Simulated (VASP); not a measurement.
# NaTe2 in VASP: further runs

NaTe2 is run at these levels: PBE; tasks: single point, relaxation of cell and atoms.

Program: VASP 6.6.1. These are calculated values, not measurements. Logs are shortened: lines on timing, memory, paths and dates and some standing lists are left out, and cuts for length are marked.

## Step 1: The cell of the first run

The structure is tetragonal, space group P4/mmm (No. 123). The conventional cell has a = 4.497 Å, b = 4.497 Å, c = 4.989 Å, α = 90.00°, β = 90.00°, γ = 90.00°. Within 4.4 Å of Na (site symmetry 4/mmm) lie 8 Te at 3.36 Å. Within 4.2 Å of Te (site symmetry mmm) lie 4 Te at 3.18 Å and 4 Na at 3.36 Å. Te (site symmetry mmm) has 4 Te at 3.18 Å and 4 Na at 3.36 Å within 4.2 Å.

## Step 2: Single point, PBE

Contents of INCAR:

```
ALGO = Normal ; EDIFF = 1E-6
ENCUT = 520 ; GGA = PE
ISIF = 2 ; ISMEAR = 0
LASPH = T ; LCHARG = T
LELF = T ; LREAL = F
LVHAR = T ; LWAVE = F
NBANDS = 28 ; NELM = 60
PREC = Accurate ; SIGMA = 0.2
```

Contents of KPOINTS:

```
k-points
0
Gamma
  6 4 4
```

Contents of POSCAR:

```
NaTe2
1.0
   -4.4967667000      0.0000000000      0.0000000000
    0.0000000000      0.0000000000     -4.9894726000
    0.0000000000     -8.9935334000      0.0000000000
Na Te
2 4
Direct
    0.0000000000      0.5000000000      0.0000000000
    0.0000000000      0.5000000000      0.5000000000
    0.5000000000      0.0000000000      0.0000000000
    0.5000000000      0.0000000000      0.5000000000
    0.0000000000      0.0000000000      0.7500000000
    0.0000000000      0.0000000000      0.2500000000
```

Potentials or basis: VASP PAW PBE potentials, release 64 (Na_pv, Te).

Command:

```
$ cat potpaw_PBE.64/Na_pv/POTCAR potpaw_PBE.64/Te/POTCAR > POTCAR
$ mpirun -np 1 vasp_std > vasp.out
```

OUTCAR:

```text
EDIFF = 1E-6
   ENCUT = 520
   GGA = PE
   ISIF = 2
   ISMEAR = 0
   LASPH = T
   LREAL = F
   NELM = 60
   PREC = Accurate

 ion  position               nearest neighbor table
   1  0.000  0.500  0.000-
   2  0.000  0.500  0.500-
   3  0.500  0.000  0.000-   5 3.18   6 3.18   5 3.18   6 3.18
   4  0.500  0.000  0.500-   5 3.18   6 3.18   5 3.18   6 3.18
   5  0.000  0.000  0.750-   3 3.18   4 3.18   3 3.18   4 3.18
   6  0.000  0.000  0.250-   3 3.18   4 3.18   3 3.18   4 3.18

  LATTYP: Found a simple orthorhombic cell.
 ALAT       =     4.4967667000
 B/A-ratio  =     1.1095689265
 C/A-ratio  =     2.0000000000

  Lattice vectors:

 A1 = (  -4.4967667000,   0.0000000000,   0.0000000000)
 A2 = (   0.0000000000,   0.0000000000,  -4.9894726000)
 A3 = (   0.0000000000,  -8.9935334000,   0.0000000000)

Analysis of symmetry for initial positions (statically):
=====================================================================
 Subroutine PRICEL returns following result:

  LATTYP: Found a simple tetragonal cell.
 ALAT       =     4.4967667000
 C/A-ratio  =     1.1095689265

  Lattice vectors:

 A1 = (   4.4967667000,   0.0000000000,   0.0000000000)
 A2 = (   0.0000000000,  -4.4967667000,   0.0000000000)
 A3 = (   0.0000000000,   0.0000000000,  -4.9894726000)

   2 primitive cells build up your supercell.

 Routine SETGRP: Setting up the symmetry group for a
 simple orthorhombic supercell.

 Subroutine GETGRP returns: Found  8 space group operations
 (whereof  8 operations were pure point group operations)
 out of a pool of  8 trial point group operations.

The static configuration has the point symmetry D_2h.

Analysis of symmetry for dynamics (positions and initial velocities):
=====================================================================
 Subroutine PRICEL returns following result:

  LATTYP: Found a simple tetragonal cell.
 ALAT       =     4.4967667000
 C/A-ratio  =     1.1095689265

  Lattice vectors:

 A1 = (   4.4967667000,   0.0000000000,   0.0000000000)
 A2 = (   0.0000000000,  -4.4967667000,   0.0000000000)
 A3 = (   0.0000000000,   0.0000000000,  -4.9894726000)

   2 primitive cells build up your supercell.

 Routine SETGRP: Setting up the symmetry group for a
 simple orthorhombic supercell.

 Subroutine GETGRP returns: Found  8 space group operations
 (whereof  8 operations were pure point group operations)
 out of a pool of  8 trial point group operations.

The dynamic configuration has the point symmetry D_2h.

 Subroutine INISYM returns: Found  8 space group operations
 (whereof  8 operations are pure point group operations),
 and found     2 'primitive' translations

----------------------------------------------------------------------------------------

                                     Primitive cell

  volume of cell :     100.8917

  direct lattice vectors                    reciprocal lattice vectors
     4.496766700  0.000000000  0.000000000     0.222382006  0.000000000  0.000000000
     0.000000000 -4.496766700  0.000000000     0.000000000 -0.222382006  0.000000000
     0.000000000  0.000000000 -4.989472600     0.000000000  0.000000000 -0.200421984

  length of vectors
     4.496766700  4.496766700  4.989472600     0.222382006  0.222382006  0.200421984

  position of ions in fractional coordinates (direct lattice)
     0.000000000  0.000000000  0.500000000
     0.500000000  0.000000000  0.000000000
     0.000000000  0.500000000  0.000000000

  ion indices of the primitive-cell ions
   primitive index   ion index
                 1           1
                 2           3
                 3           5

----------------------------------------------------------------------------------------

 KPOINTS: k-points

Automatic generation of k-mesh.
 Grid dimensions read from file:
 generate k-points for:    6    4    4

 Generating k-lattice:

  Cartesian coordinates                     Fractional coordinates (reciprocal lattice)
    -0.037063668  0.000000000  0.000000000     0.166666667  0.000000000  0.000000000
     0.000000000  0.000000000 -0.050105496     0.000000000  0.250000000  0.000000000
     0.000000000 -0.027797751  0.000000000     0.000000000  0.000000000  0.250000000

  Length of vectors
     0.037063668  0.050105496  0.027797751

  Shift w.r.t. Gamma in fractional coordinates (k-lattice)
     0.000000000  0.000000000  0.000000000

 Subroutine IBZKPT returns following result:
 ===========================================

 Found     36 irreducible k-points:

 Following reciprocal coordinates:
            Coordinates               Weight
  0.000000  0.000000  0.000000      1.000000
  0.166667  0.000000  0.000000      2.000000
  0.333333  0.000000  0.000000      2.000000
  0.500000  0.000000  0.000000      1.000000
  0.000000  0.250000  0.000000      2.000000
  0.166667  0.250000  0.000000      4.000000
[... 16 lines left out ...]
  0.333333  0.500000  0.250000      4.000000
  0.500000  0.500000  0.250000      2.000000
 [... further k-points ...]
   k-points           NKPTS =     36   k-points in BZ     NKDIM =     36   number of bands    NBANDS=     28
   number of dos      NEDOS =    301   number of ions     NIONS =      6
   total plane-waves  NPLWV = 100800
   dimension x,y,z NGX =    36 NGY =   40 NGZ =   70
   dimension x,y,z NGXF=    72 NGYF=   80 NGZF=  140
   ions per type =               2   4
   NGX,Y,Z   is equivalent  to a cutoff of  13.31, 13.33, 12.94 a.u.
   NGXF,Y,Z  is equivalent  to a cutoff of  26.62, 26.66, 25.88 a.u.
 SYSTEM =  unknown system
   PREC   = accura    normal or accurate (medium, high low for compatibility)
   ISTART =      0    job   : 0-new  1-cont  2-samecut
   ICHARG =      2    charge: 1-file 2-atom 10-const
   ISPIN  =      1    spin polarized calculation?
   LNONCOLLINEAR =      F non collinear calculations
   LSORBIT =      F    spin-orbit coupling
   LASPH  =      T    aspherical Exc in radial PAW
   ENCUT  =  520.0 eV  38.22 Ry    6.18 a.u.   8.36  9.28 16.72*2*pi/ulx,y,z
   NELM   =     60;   NELMIN=  2; NELMDL= -5     # of ELM steps
   EDIFF  = 0.1E-05   stopping-criterion for ELM
   LREAL  =      F    real-space projection
   EDIFFG = 0.1E-04   stopping-criterion for IOM
   NSW    =      0    number of steps for IOM
   IBRION =     -1    ionic relax: 0-MD 1-quasi-New 2-CG
   NFREE  =      0    steps in history (QN), initial steepest desc. (CG)
   ISIF   =      2    stress and relaxation
   ISYM   =      2    0-nonsym 1-usesym 2-fastsym
   POTIM  = 0.5000    time-step for ionic-motion
   TEBEG  =    0.0;   TEEND  =   0.0 temperature during run
   PSTRESS=    0.0 pullay stress
   NELECT =      38.0000    total number of electrons
   NUPDOWN=      -1.0000    fix difference up-down
   EMIN   =  10.00;   EMAX   =-10.00  energy-range for DOS
   EFERMI =   0.00;   METHOD = LEGACY
   ISMEAR =     0;   SIGMA  =   0.20  broadening in eV -4-tet -1-fermi 0-gaus
   EFERMI_NEDOS =   21; number of points for ismear=-14 and -15
   IALGO  =     38    algorithm
   IMIX   =      4    mixing-type and parameters
     AMIX     =   0.40;   BMIX     =  1.00
     AMIX_MAG =   1.60;   BMIX_MAG =  1.00
  volume/ion in A,a.u.               =      33.63       226.95
  Fermi-wavevector in a.u.,A,eV,Ry     =   0.938370  1.773263 11.980458  0.880539
  Thomas-Fermi vector in A             =   2.065575
   LORBIT       =      0    0 simple, 1 ext, 2 COOP (PROOUT), +10 PAW based schemes
   GGA     = PE    functional components
   LHFCALC =     F    Hartree Fock is set to
   AEXX    =    0.0000 exact exchange contribution
   IVDW    =     0    specifies the selected vdW correction
   LEPSILON=     F    determine dielectric tensor
   LRPA    =     F    only Hartree local field effects (RPA)
 non-spin polarized calculation
 Gauss-broadening in eV      SIGMA  =   0.20
  energy-cutoff  :      520.00
  volume of cell :      201.78
 maximum number of plane-waves:      5486
 NGX is ok and might be reduce to    36

 number of electron      37.9999983 magnetization

 Free energy of the ion-electron system (eV)
  ---------------------------------------------------
  ext. energy  EPLUGINS =         0.00000000
  ---------------------------------------------------
  free energy    TOTEN  =       -17.91987479 eV

  energy without entropy =      -17.86212299  energy(sigma->0) =      -17.89099889

 E-fermi :   3.7667     XC(G=0):  -8.1344

 val. band max:        3.7524625803   @ k =   0.5000   0.2500   0.2500
 cond. band min:       3.7780434933   @ k =   0.1667   0.2500   0.2500
 fundamental gap:      0.0255809130
 Fermi energy:         3.7666896497

 k-point     1 :       0.0000    0.0000    0.0000
  band No.  band energies     occupation
      1     -20.5219      2.00000
      2     -20.5195      2.00000
      3     -20.5193      2.00000
      4     -20.5192      2.00000
      5     -20.5190      2.00000
      6     -20.5186      2.00000
[... 20 lines left out ...]
     27      10.6316      0.00000
     28      10.6410      0.00000

 k-point     2 :       0.1667    0.0000    0.0000
  band No.  band energies     occupation
      1     -20.5219      2.00000
      2     -20.5201      2.00000
      3     -20.5200      2.00000
      4     -20.5192      2.00000
      5     -20.5189      2.00000
      6     -20.5184      2.00000
[... 20 lines left out ...]
     27       9.5658      0.00000
     28       9.9527      0.00000

 k-point     3 :       0.3333    0.0000    0.0000
  band No.  band energies     occupation
      1     -20.5217      2.00000
      2     -20.5215      2.00000
      3     -20.5213      2.00000
      4     -20.5191      2.00000
      5     -20.5187      2.00000
      6     -20.5182      2.00000
[... 20 lines left out ...]
     27       8.3537      0.00000
     28       9.2456      0.00000

 k-point     4 :       0.5000    0.0000    0.0000
  band No.  band energies     occupation
      1     -20.5221      2.00000
      2     -20.5219      2.00000
      3     -20.5217      2.00000
      4     -20.5191      2.00000
      5     -20.5186      2.00000
      6     -20.5181      2.00000
[... 578 lines left out ...]
     27       9.6906      0.00000
     28       9.7983      0.00000

 k-point    23 :       0.3333    0.5000    0.2500
  band No.  band energies     occupation
      1     -20.5212      2.00000
      2     -20.5211      2.00000
      3     -20.5210      2.00000
      4     -20.5202      2.00000
      5     -20.5198      2.00000
      6     -20.5193      2.00000
[... 20 lines left out ...]
     27       9.5805      0.00000
     28      10.5594      0.00000

 k-point    24 :       0.5000    0.5000    0.2500
  band No.  band energies     occupation
      1     -20.5218      2.00000
      2     -20.5217      2.00000
      3     -20.5210      2.00000
      4     -20.5201      2.00000
      5     -20.5197      2.00000
      6     -20.5192      2.00000
[... 20 lines left out ...]
     27      11.0251      0.00000
     28      11.3800      0.00000

 [... further k-points ...]
[... 5 lines left out ...]
  --------------------------------------------------------------------------------------
  -------------------------------------------------------------------------------------
  Total        0.5557512     -0.3162730     -0.0202100      0.0000000      0.0000000     -0.0000000
  in kB        4.4127122     -2.5112349     -0.1604695      0.0000000      0.0000000     -0.0000000
  external PRESSURE =       0.5803359 kB  Pullay stress =       0.0000000 kB

 VOLUME and BASIS-vectors are now :
 -----------------------------------------------------------------------------
  energy-cutoff  :      520.00
  volume of cell :      201.78
      direct lattice vectors                 reciprocal lattice vectors
    -4.496766700  0.000000000  0.000000000    -0.222382006  0.000000000  0.000000000
     0.000000000  0.000000000 -4.989472600     0.000000000  0.000000000 -0.200421984
     0.000000000 -8.993533400  0.000000000     0.000000000 -0.111191003  0.000000000

 POSITION                                       TOTAL-FORCE (eV/Angst)
 -----------------------------------------------------------------------------------
      0.00000      0.00000     -2.49474        -0.000000      0.000000      0.000000
      0.00000     -4.49677     -2.49474        -0.000000     -0.000000      0.000000
     -2.24838      0.00000      0.00000         0.000000      0.000000     -0.000000
     -2.24838     -4.49677      0.00000         0.000000      0.000000     -0.000000
      0.00000     -6.74515      0.00000        -0.000000      0.000000     -0.000000
      0.00000     -2.24838      0.00000        -0.000000      0.000000     -0.000000
 -----------------------------------------------------------------------------------
    total drift:                                0.000000     -0.000000      0.000000

  FREE ENERGIE OF THE ION-ELECTRON SYSTEM (eV)
  ---------------------------------------------------
  free  energy   TOTEN  =       -17.9198747926 eV

  energy  without entropy=      -17.8621229912  energy(sigma->0) =      -17.89099889
```

Run time: 2.9 min. Hardware: 1 thread of Intel Xeon Platinum 8488C (Sapphire Rapids), shared host; peak memory 0.39 GiB.

Results:

* Free energy: -17.9199 eV
* Pressure: 0.1 GPa
* Band gap on the k mesh: zero (band 19 reaches 5.44 eV, above the bottom of band 20 at 2.53 eV)

Caveat: spin-orbit coupling is left out, which moves the levels of the heavy elements.

## Step 3: Single point, PBE

Contents of INCAR:

```
SYSTEM = NaTe2
ALGO = Normal
EDIFF = 1E-7
ENCUT = 520
GGA = PE
ISIF = 2
ISMEAR = 0
LASPH = .True.
LCHARG = .True.
LELF = .True.
LREAL = .False.
LVHAR = .True.
LWAVE = .False.
NBANDS = 28
NELM = 60
PREC = Accurate
SIGMA = 0.2
```

Contents of KPOINTS:

```
k-points
0
Gamma
  6 4 4
  0 0 0
```

Contents of POSCAR:

```
NaTe2
1.0
   -4.5781533920     -0.0585424104     -0.0097217735
   -0.0128361721     -0.0139245873     -4.9986308567
   -0.1139855264     -8.8329394381     -0.0275317891
Na Te
2 4
Direct
   -0.0018699506      0.4999302780      0.0002255707
    0.0016672684      0.4999546566      0.5002067784
    0.4991202149     -0.0002174066     -0.0002373322
    0.5008852665      0.0002876477      0.4999377240
    0.0006178081      0.0000967061      0.7501062076
   -0.0004206072     -0.0000518819      0.2497610513
```

Potentials or basis: VASP PAW PBE potentials, release 64 (Na_pv, Te).

Command:

```
$ cat potpaw_PBE.64/Na_pv/POTCAR potpaw_PBE.64/Te/POTCAR > POTCAR
$ mpirun -np 1 vasp_std > vasp.out
```

Run time: 3.7 min. Hardware: 1 thread of Intel Xeon Platinum 8488C (Sapphire Rapids), shared host; peak memory 0.44 GiB.

The run converged. Its results:

```yaml
Free_energy: -17.9303 eV
Pressure: 0.0 GPa
Largest_force: 0.008 eV/Å
Band_gap_on_the_k_mesh: zero (band 19 reaches 5.47 eV, above the bottom of band 20 at 2.63 eV)
```

Forces on the atoms (eV/Å):
```
Na  -0.001  0.000  0.000
Na   0.001  0.002 -0.002
Te  -0.006 -0.002 -0.001
Te   0.003 -0.002  0.002
Te   0.005  0.006  0.001
Te  -0.002 -0.004  0.000
```

Levels at points of the mesh, in eV from the Fermi level:
```
           k point  band 17  band 18  band 19  band 20  band 21  band 22
(0.00, 0.00, 0.00)    -1.61    -1.59    -1.41     0.37     1.37     1.81
(0.50, 0.00, 0.00)    -1.44    -1.42    -1.20    -1.18     2.99     3.29
(0.00, 0.50, 0.00)    -1.73    -1.59    -1.31    -0.34     1.85     2.49
(0.50, 0.50, 0.00)    -1.69    -1.46    -1.34    -1.09     1.99     2.86
(0.00, 0.00, 0.50)    -0.28    -0.28     0.22     0.24     0.65     0.66
(0.50, 0.00, 0.50)    -1.42    -1.40     1.57     1.59     1.93     1.94
(0.00, 0.50, 0.50)    -1.09    -1.08     0.32     0.35     0.74     0.77
(0.50, 0.50, 0.50)    -2.32    -2.31     1.65     1.67     1.99     2.00
```

Caveat: spin-orbit coupling is left out, which moves the levels of the heavy elements.

## Step 4: Relaxation of cell and atoms, PBE

This run uses another cell than the first one: it holds 3 atoms, not 6.

Contents of INCAR:

```
SYSTEM = NaTe2
ALGO     = Normal         ! electronic algorithm
EDIFF    = 1E-6           ! SCF threshold, eV
EDIFFG   = -0.01          ! ionic threshold
ENCUT    = 600            ! plane-wave cutoff, eV
GGA      = PE             ! functional
IBRION   = 2              ! ionic algorithm
ISIF     = 3              ! what is computed and relaxed
ISMEAR   = 0              ! smearing method
LASPH    = .TRUE.         ! aspherical terms in the spheres
LCHARG   = .FALSE.        ! write CHGCAR
LREAL    = .FALSE.        ! projectors in reciprocal space
LWAVE    = .FALSE.        ! write WAVECAR
NELM     = 100            ! most SCF steps
NSW      = 100            ! ionic steps
PREC     = Accurate       ! precision mode
SIGMA    = 0.1            ! smearing width, eV
```

Contents of KPOINTS:

```
k-points
0
G
  10 10 10
  0 0 0
```

Contents of POSCAR:

```
NaTe2
1.0
    4.4967667000      0.0000000000      0.0000000000
    0.0000000000      4.4967667000      0.0000000000
    0.0000000000      0.0000000000      4.9894726000
Na Te
1 2
Direct
    0.0000000000      0.0000000000      0.5000000000
    0.5000000000      0.0000000000      0.0000000000
    0.0000000000      0.5000000000      0.0000000000
```

Command:

```
$ cat potpaw_PBE.64/Na_pv/POTCAR potpaw_PBE.64/Te/POTCAR > POTCAR
$ mpirun -np 1 vasp_std > vasp.out
```

Wall time 99 s (1 thread of Intel Xeon Platinum 8488C (Sapphire Rapids), shared host); peak memory 0.36 GiB.

It converged, with:

```yaml
Free_energy: -8.9728 eV
Pressure_after_relaxing: 0.0 GPa
```

Final structure:
```
CELL_PARAMETERS angstrom
4.49677 0.00000 0.00000
0.00000 4.49677 0.00000
0.00000 0.00000 4.98947
ATOMIC_POSITIONS crystal
Na 0.00000 0.00000 0.50000
Te 0.50000 0.00000 0.00000
Te 0.00000 0.50000 0.00000
```

Levels at points of the mesh, in eV from the Fermi level:
| k point | band 7 | band 8 | band 9 | band 10 | band 11 | band 12 |
| --- | --- | --- | --- | --- | --- | --- |
| (0.00, 0.00, 0.00) | -3.59 | -2.96 | 0.43 | 1.44 | 2.18 | 2.18 |
| (0.50, 0.00, 0.00) | -1.63 | -1.59 | -1.55 | -1.54 | -1.24 | 3.16 |
| (0.50, 0.50, 0.00) | -5.03 | -1.25 | -1.25 | 3.52 | 3.73 | 4.14 |
| (0.00, 0.00, 0.50) | -3.52 | -3.52 | -0.28 | 2.22 | 2.22 | 3.04 |
| (0.50, 0.00, 0.50) | -2.48 | -1.72 | -1.48 | -1.46 | -1.13 | 5.24 |
| (0.50, 0.50, 0.50) | -4.93 | -2.07 | -2.07 | 2.05 | 2.91 | 3.59 |

Caveat: the relaxation stopped at its first step, so nothing moved; spin-orbit coupling is left out, which moves the levels of the heavy elements.

## Step 5: Overview

| task | cell | k mesh | cutoff (eV) | smearing | gap on the mesh (eV) | pressure (GPa) |
| --- | --- | --- | --- | --- | --- | --- |
| single point | a = 4.497, b = 4.989, c = 8.994 Å, 6 atoms | 6 × 4 × 4 | 520 | gaussian 0.2 eV | none | 0.1 |
| single point | a = 4.579, b = 4.999, c = 8.834 Å, angles 89.7, 88.5, 89.7°, 6 atoms | 6 × 4 × 4 | 520 | gaussian 0.2 eV | none | 0.0 |
| relaxation of cell and atoms | relaxed from a = 4.497, b = 4.497, c = 4.989 Å, 3 atoms | 10 × 10 × 10 | 600 | gaussian 0.1 eV | none | 0.0 |

Alike in all rows: level PBE; potentials or basis VASP PAW PBE potentials, release 64 (Na_pv, Te); no spin polarisation.

Caveats: spin-orbit coupling is left out, which moves the levels of the heavy elements; the relaxation stopped at its first step, so nothing moved (some runs).

Absolute energies hang on the potentials; compare differences alone.
